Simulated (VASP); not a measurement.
# BiRh (P6_3/mmc) in VASP: relaxation of cell and atoms with LDA

Aim: the relaxation of cell and atoms of BiRh with LDA.

All numbers are computed with VASP 6.6.1; they aren't measurements. Logs are shortened: lines on timing, memory, paths and dates and some standing lists are left out, and cuts for length are marked.

## 1. The cell of the first run

Symmetry: P6_3/mmc, No. 194, hexagonal system. Conventional cell: a = 4.094 Å, b = 4.094 Å, c = 5.663 Å, α = 90.00°, β = 90.00°, γ = 120.00°. Bi (site symmetry -6m2) has 6 Rh at 2.76 Å and 6 Bi at 3.69 Å within 3.7 Å. Rh (site symmetry -3m) has 6 Bi at 2.76 Å and 2 Rh at 2.83 Å within 3.6 Å.

## 2. Relaxation of cell and atoms, LDA

INCAR

```
PREC     = Accurate       # precision mode
ENCUT    = 600            # plane-wave cutoff, eV
EDIFF    = 1E-6           # SCF threshold, eV
ISMEAR   = 0              # smearing method
SIGMA    = 0.1            # smearing width, eV
LREAL    = False          # projectors in reciprocal space
LASPH    = True           # aspherical terms in the spheres
NELM     = 80             # most SCF steps
ALGO     = Fast           # electronic algorithm
ISIF     = 3              # what is computed and relaxed
LWAVE    = False          # write WAVECAR
LCHARG   = False          # write CHGCAR
GGA      = CA             # functional
IBRION   = 2              # ionic algorithm
NSW      = 100            # ionic steps
EDIFFG   = -0.005         # ionic threshold
```

KPOINTS

```
regular mesh
0
Gamma
  12 12 8
```

POSCAR

```
BiRh
1.0
    4.0940000000      0.0000000000      0.0000000000
   -2.0470000000      3.5455080031      0.0000000000
    0.0000000000      0.0000000000      5.6630000000
Bi Rh
2 2
Direct
    0.3333333333      0.6666666667      0.2500000000
    0.6666666667      0.3333333333      0.7500000000
    0.0000000000      0.0000000000      0.0000000000
    0.0000000000      0.0000000000      0.5000000000
```

Potentials or basis: VASP PAW LDA potentials, release 64 (Bi_d, Rh_pv).

Launch:

```console
$ cat potpaw_LDA.64/Bi_d/POTCAR potpaw_LDA.64/Rh_pv/POTCAR > POTCAR
$ mpirun -np 1 vasp_std > vasp.out
```

OUTCAR:

```text
PREC = Accurate
   ENCUT = 600
   EDIFF = 1E-6
   ISMEAR = 0
   LREAL = False
   LASPH = True
   NELM = 80
   ISIF = 3
   GGA = CA
   IBRION = 2
   NSW = 100
   EDIFFG = -0.005

 ion  position               nearest neighbor table
   1  0.333  0.667  0.250-   3 2.76   4 2.76   3 2.76   4 2.76   3 2.76   4 2.76   2 3.69   2 3.69
                             2 3.69   2 3.69   2 3.69   2 3.69
   2  0.667  0.333  0.750-   3 2.76   4 2.76   3 2.76   4 2.76   3 2.76   4 2.76   1 3.69   1 3.69
                             1 3.69   1 3.69   1 3.69   1 3.69
   3  0.000  0.000  0.000-   1 2.76   2 2.76   2 2.76   1 2.76   2 2.76   1 2.76   4 2.83   4 2.83

   4  0.000  0.000  0.500-   1 2.76   2 2.76   2 2.76   1 2.76   2 2.76   1 2.76   3 2.83   3 2.83

  LATTYP: Found a hexagonal cell.
 ALAT       =     4.0940000000
 C/A-ratio  =     1.3832437714

  Lattice vectors:

 A1 = (   4.0940000000,   0.0000000000,   0.0000000000)
 A2 = (  -2.0470000000,   3.5455080031,   0.0000000000)
 A3 = (   0.0000000000,   0.0000000000,   5.6630000000)

Analysis of symmetry for initial positions (statically):
=====================================================================
 Subroutine PRICEL returns:
 Original cell was already a primitive cell.

 Routine SETGRP: Setting up the symmetry group for a
 hexagonal supercell.

 Subroutine GETGRP returns: Found 24 space group operations
 (whereof 12 operations were pure point group operations)
 out of a pool of 24 trial point group operations.

The static configuration has the point symmetry D_3d.
 The point group associated with its full space group is D_6h.

Analysis of symmetry for dynamics (positions and initial velocities):
=====================================================================
 Subroutine PRICEL returns:
 Original cell was already a primitive cell.

 Routine SETGRP: Setting up the symmetry group for a
 hexagonal supercell.

 Subroutine GETGRP returns: Found 24 space group operations
 (whereof 12 operations were pure point group operations)
 out of a pool of 24 trial point group operations.

The dynamic configuration has the point symmetry D_3d.
 The point group associated with its full space group is D_6h.

 Subroutine INISYM returns: Found 24 space group operations
 (whereof 12 operations are pure point group operations),
 and found     1 'primitive' translations

----------------------------------------------------------------------------------------

                                     Primitive cell

  volume of cell :      82.2002

  direct lattice vectors                    reciprocal lattice vectors
     4.094000000  0.000000000  0.000000000     0.244259893  0.141023515  0.000000000
    -2.047000000  3.545508003  0.000000000     0.000000000  0.282047029  0.000000000
     0.000000000  0.000000000  5.663000000     0.000000000  0.000000000  0.176584849

  length of vectors
     4.094000000  4.094000000  5.663000000     0.282047029  0.282047029  0.176584849

  position of ions in fractional coordinates (direct lattice)
     0.333333333  0.666666667  0.250000000
     0.666666667  0.333333333  0.750000000
     0.000000000  0.000000000  0.000000000
     0.000000000  0.000000000  0.500000000

  ion indices of the primitive-cell ions
   primitive index   ion index
                 1           1
                 2           2
                 3           3
                 4           4

----------------------------------------------------------------------------------------

 KPOINTS: regular mesh

Automatic generation of k-mesh.
 Grid dimensions read from file:
 generate k-points for:   12   12    8

 Generating k-lattice:

  Cartesian coordinates                     Fractional coordinates (reciprocal lattice)
     0.020354991  0.011751960  0.000000000     0.083333333 -0.000000000  0.000000000
     0.000000000  0.023503919  0.000000000     0.000000000  0.083333333  0.000000000
     0.000000000  0.000000000  0.022073106     0.000000000  0.000000000  0.125000000

  Length of vectors
     0.023503919  0.023503919  0.022073106

  Shift w.r.t. Gamma in fractional coordinates (k-lattice)
     0.000000000  0.000000000  0.000000000

 Subroutine IBZKPT returns following result:
 ===========================================

 Found     95 irreducible k-points:

 Following reciprocal coordinates:
            Coordinates               Weight
  0.000000  0.000000  0.000000      1.000000
  0.083333 -0.000000  0.000000      6.000000
  0.166667 -0.000000  0.000000      6.000000
  0.250000 -0.000000  0.000000      6.000000
  0.333333  0.000000  0.000000      6.000000
  0.416667 -0.000000  0.000000      6.000000
[... 16 lines left out ...]
  0.250000 -0.000000  0.125000     12.000000
  0.333333  0.000000  0.125000     12.000000
 [... further k-points ...]
   k-points           NKPTS =     95   k-points in BZ     NKDIM =     95   number of bands    NBANDS=     36
   number of dos      NEDOS =    301   number of ions     NIONS =      4
   total plane-waves  NPLWV =  62208
   dimension x,y,z NGX =    36 NGY =   36 NGZ =   48
   dimension x,y,z NGXF=    72 NGYF=   72 NGZF=   96
   ions per type =               2   2
   NGX,Y,Z   is equivalent  to a cutoff of  14.62, 14.62, 14.09 a.u.
   NGXF,Y,Z  is equivalent  to a cutoff of  29.24, 29.24, 28.18 a.u.
 SYSTEM =  unknown system
   PREC   = accura    normal or accurate (medium, high low for compatibility)
   ISTART =      0    job   : 0-new  1-cont  2-samecut
   ICHARG =      2    charge: 1-file 2-atom 10-const
   ISPIN  =      1    spin polarized calculation?
   LNONCOLLINEAR =      F non collinear calculations
   LSORBIT =      F    spin-orbit coupling
   LASPH  =      T    aspherical Exc in radial PAW
   ENCUT  =  600.0 eV  44.10 Ry    6.64 a.u.   8.18  8.18 11.31*2*pi/ulx,y,z
   NELM   =     80;   NELMIN=  2; NELMDL= -5     # of ELM steps
   EDIFF  = 0.1E-05   stopping-criterion for ELM
   LREAL  =      F    real-space projection
   EDIFFG = -.5E-02   stopping-criterion for IOM
   NSW    =    100    number of steps for IOM
   IBRION =      2    ionic relax: 0-MD 1-quasi-New 2-CG
   NFREE  =      1    steps in history (QN), initial steepest desc. (CG)
   ISIF   =      3    stress and relaxation
   ISYM   =      2    0-nonsym 1-usesym 2-fastsym
   POTIM  = 0.5000    time-step for ionic-motion
   TEBEG  =    0.0;   TEEND  =   0.0 temperature during run
   PSTRESS=    0.0 pullay stress
   NELECT =      60.0000    total number of electrons
   NUPDOWN=      -1.0000    fix difference up-down
   EMIN   =  10.00;   EMAX   =-10.00  energy-range for DOS
   EFERMI =   0.00;   METHOD = LEGACY
   ISMEAR =     0;   SIGMA  =   0.10  broadening in eV -4-tet -1-fermi 0-gaus
   EFERMI_NEDOS =   21; number of points for ismear=-14 and -15
   IALGO  =     68    algorithm
   IMIX   =      4    mixing-type and parameters
     AMIX     =   0.40;   BMIX     =  1.00
     AMIX_MAG =   1.60;   BMIX_MAG =  1.00
  volume/ion in A,a.u.               =      20.55       138.68
  Fermi-wavevector in a.u.,A,eV,Ry     =   1.474012  2.785478 29.561525  2.172711
  Thomas-Fermi vector in A             =   2.588835
   LORBIT       =      0    0 simple, 1 ext, 2 COOP (PROOUT), +10 PAW based schemes
   GGA     = CA    functional components
   LHFCALC =     F    Hartree Fock is set to
   AEXX    =    0.0000 exact exchange contribution
   IVDW    =     0    specifies the selected vdW correction
   LEPSILON=     F    determine dielectric tensor
   LRPA    =     F    only Hartree local field effects (RPA)
 conjugate gradient relaxation of ions
 non-spin polarized calculation
 RMM-DIIS sequential band-by-band and
 Gauss-broadening in eV      SIGMA  =   0.10
  energy-cutoff  :      600.00
  volume of cell :       82.20
 maximum number of plane-waves:      2758
 NGX is ok and might be reduce to    36
   NGX = 17   NGY = 17   NGZ = 23

--------------------------------------- Ionic step        1  -------------------------------------------

 number of electron      60.0000002 magnetization

 Free energy of the ion-electron system (eV)
  ---------------------------------------------------
  ext. energy  EPLUGINS =         0.00000000
  ---------------------------------------------------
  free energy    TOTEN  =       -27.19996338 eV

  energy without entropy =      -27.18842583  energy(sigma->0) =      -27.19419461

 E-fermi :   9.7765     XC(G=0): -12.1380

 val. band max:        9.7679136317   @ k =   0.2500   0.2500   0.1250
 cond. band min:       9.7870270276   @ k =   0.0833   0.0833   0.3750
 fundamental gap:      0.0191133960
 Fermi energy:         9.7765368138

 k-point     1 :       0.0000    0.0000    0.0000
  band No.  band energies     occupation
      1     -36.1963      2.00000
      2     -35.9914      2.00000
      3     -35.9914      2.00000
      4     -35.9662      2.00000
      5     -35.9662      2.00000
      6     -35.9497      2.00000
[... 925 lines left out ...]
     35      14.6378      0.00000
     36      15.5202      0.00000

 [... further k-points ...]

------------------------ aborting loop because EDIFF is reached ----------------------------------------

  FORCE on cell =-STRESS in cart. coord.  units (eV):
  Direction    XX          YY          ZZ          XY          YZ          ZX
  --------------------------------------------------------------------------------------
  -------------------------------------------------------------------------------------
  Total       -1.0249736     -1.0249736     -1.5940533      0.0000000      0.0000000      0.0000000
  in kB      -19.9779247    -19.9779247    -31.0699488      0.0000000      0.0000000      0.0000000
  external PRESSURE =     -23.6752661 kB  Pullay stress =       0.0000000 kB
[... 95 lines left out ...]
  FREE ENERGIE OF THE ION-ELECTRON SYSTEM (eV)
  ---------------------------------------------------
  free  energy   TOTEN  =       -27.2110621448 eV

  energy  without entropy=      -27.2000039941  energy(sigma->0) =      -27.20553307

[... ionic steps 4 to 8 ...]

--------------------------------------- Ionic step        9  -------------------------------------------

 number of electron      60.0000000 magnetization

------------------------ aborting loop because EDIFF is reached ----------------------------------------

  FORCE on cell =-STRESS in cart. coord.  units (eV):
  Direction    XX          YY          ZZ          XY          YZ          ZX
  --------------------------------------------------------------------------------------
  -------------------------------------------------------------------------------------
  Total        0.0226076      0.0226076      0.0239778      0.0000000      0.0000000      0.0000000
  in kB        0.4482371      0.4482371      0.4754037      0.0000000      0.0000000      0.0000000
  external PRESSURE =       0.4572926 kB  Pullay stress =       0.0000000 kB
[... 61 lines left out ...]
  energy  without entropy=      -27.2006603831  energy(sigma->0) =      -27.20616802

--------------------------------------- Ionic step       11  -------------------------------------------

 number of electron      60.0000000 magnetization

 Free energy of the ion-electron system (eV)
  ---------------------------------------------------
  ext. energy  EPLUGINS =         0.00000000
  ---------------------------------------------------
  free energy    TOTEN  =       -27.21168315 eV

  energy without entropy =      -27.20067896  energy(sigma->0) =      -27.20618106

 E-fermi :  10.0418     XC(G=0): -12.2296

 val. band max:       10.0330239201   @ k =   0.1667   0.1667   0.2500
 cond. band min:      10.0610801854   @ k =   0.2500  -0.0000   0.5000
 fundamental gap:      0.0280562653
 Fermi energy:        10.0418366373

 k-point     1 :       0.0000    0.0000    0.0000
  band No.  band energies     occupation
      1     -35.9837      2.00000
      2     -35.7729      2.00000
      3     -35.7729      2.00000
      4     -35.7443      2.00000
      5     -35.7443      2.00000
      6     -35.7070      2.00000
[... 925 lines left out ...]
     35      14.9385      0.00000
     36      15.8366      0.00000

 [... further k-points ...]

------------------------ aborting loop because EDIFF is reached ----------------------------------------

  FORCE on cell =-STRESS in cart. coord.  units (eV):
  Direction    XX          YY          ZZ          XY          YZ          ZX
  --------------------------------------------------------------------------------------
  -------------------------------------------------------------------------------------
  Total        0.0137249      0.0137249      0.0043130     -0.0000000     -0.0000000     -0.0000000
  in kB        0.2720271      0.2720271      0.0854828     -0.0000000     -0.0000000     -0.0000000
  external PRESSURE =       0.2098457 kB  Pullay stress =       0.0000000 kB
[... 19 lines left out ...]
  FREE ENERGIE OF THE ION-ELECTRON SYSTEM (eV)
  ---------------------------------------------------
  free  energy   TOTEN  =       -27.2116831539 eV

  energy  without entropy=      -27.2006789565  energy(sigma->0) =      -27.20618106

 reached required accuracy - stopping structural energy minimisation
```

Run time: 62 min. Hardware: 1 thread of Intel Xeon 8259CL, shared host; peak memory 0.42 GiB.

What came out:

```
Free energy                           : -27.2117 eV
Relaxed volume                        : 20.21 Å³/atom
Relaxed cell                          : a = 4.082 Å, b = 4.082 Å, c = 5.601 Å, α = 90.00°, β = 90.00°, γ = 120.00°
Space group after relaxing (to 0.1 Å) : P6_3/mmc (No. 194)
Energy gained by relaxing             : 2.9 meV/atom
Ionic steps                           : 11
Pressure after relaxing               : 0.0 GPa
Band gap on the k mesh                : zero (bands 30 and 31 overlap by 2.50 eV)
```

Step by step:
```tsv
step	energy change (eV)	largest force (eV/Å)	pressure (GPa)	volume (Å³)
1	0.0000	0.0000	-2.37	82.20
2	0.0165	0.0000	4.26	78.64
3	-0.0111	0.0000	0.04	80.79
4	-0.0111	0.0000	0.12	80.76
5	-0.0117	0.0000	0.07	80.79
6	-0.0117	0.0000	0.05	80.81
7	-0.0116	0.0000	0.03	80.83
8	-0.0117	0.0000	0.05	80.81
9	-0.0117	0.0000	0.05	80.81
10	-0.0117	0.0000	-0.05	80.87
11	-0.0117	0.0000	0.02	80.84
```

Final structure:
```xyz
4
Lattice="4.0822 0.0000 0.0000 -2.0411 3.5353 0.0000 0.0000 0.0000 5.6014" Properties=species:S:1:pos:R:3 pbc="T T T"
Bi    0.0000    2.3568    1.4003
Bi    2.0411    1.1784    4.2010
Rh    0.0000    0.0000    0.0000
Rh    0.0000    0.0000    2.8007
```

Levels at points of the mesh, in eV from the Fermi level:
| k point | band 27 | band 28 | band 29 | band 30 | band 31 | band 32 | band 33 | band 34 |
| --- | --- | --- | --- | --- | --- | --- | --- | --- |
| (0.00, 0.00, 0.00) | -1.01 | -1.01 | 1.31 | 1.31 | 1.44 | 3.36 | 3.37 | 4.60 |
| (0.50, 0.00, 0.00) | -1.92 | -1.70 | -1.18 | -1.03 | -0.94 | 0.07 | 2.96 | 5.28 |
| (0.00, 0.00, 0.50) | -2.12 | -2.12 | -0.27 | -0.27 | 3.45 | 3.45 | 3.45 | 3.45 |
| (0.50, 0.00, 0.50) | -1.80 | -1.80 | -1.56 | -1.56 | 1.52 | 1.52 | 2.63 | 2.63 |

Caveat: spin-orbit coupling is left out, which moves the levels of the heavy elements.

The gap in the log of VASP goes by the Fermi energy; the results here count the filled bands.